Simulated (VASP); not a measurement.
Write the native input for VASP 6.6.1 that does the following.

```yaml
Task: single point
Functional: PBE
Potentials_or_basis: VASP PAW PBE potentials, release 64 (Ga_d)
Cutoff: 520 eV
k_mesh: 6 × 6 × 6
Occupations: gaussian, width 0.1 eV
Spin: no spin polarisation
Dipole_correction: no
Further_INCAR_settings: ALGO = Normal; EDIFF = 1e-06; NBANDS = 12
```

The structure of Ga lies in POSCAR:

```
Ga
1.0
    2.7164843000      0.0000000000      0.0000000000
    0.0000000000      2.7164843000      0.0000000000
    0.0000000000      0.0000000000      2.7164843000
Ga
1
Direct
    0.0000000000      0.0000000000      0.0000000000
```

The cell was generated, and may not be a known phase.

These files were run (other wordings do the same):

INCAR

```
PREC = Accurate ; ENCUT = 520
EDIFF = 1E-6 ; ISMEAR = 0
SIGMA = 0.1 ; LREAL = F
LASPH = T ; NELM = 60
ALGO = Normal ; ISIF = 2
LWAVE = F ; LCHARG = F
GGA = PE ; NBANDS = 12
```

KPOINTS

```
regular mesh
0
Gamma
  6 6 6
```

Potentials or basis: VASP PAW PBE potentials, release 64 (Ga_d).

Launch:

```sh
$ cat potpaw_PBE.64/Ga_d/POTCAR > POTCAR
$ mpirun -np 1 vasp_std > vasp.out
```

Results of the run:

* Pressure: 0.6 GPa
* Band gap on the k mesh: zero (an odd number of electrons rules out a gap without spin polarisation)

Caveat: the k points lie up to 0.39 Å⁻¹ apart, too coarse for converged energies and pressures of a metal.

Wall time 3 s on 1 thread of AMD EPYC 7R13 Processor (Zen 3), with other jobs on the host, peak memory 0.09 GiB.
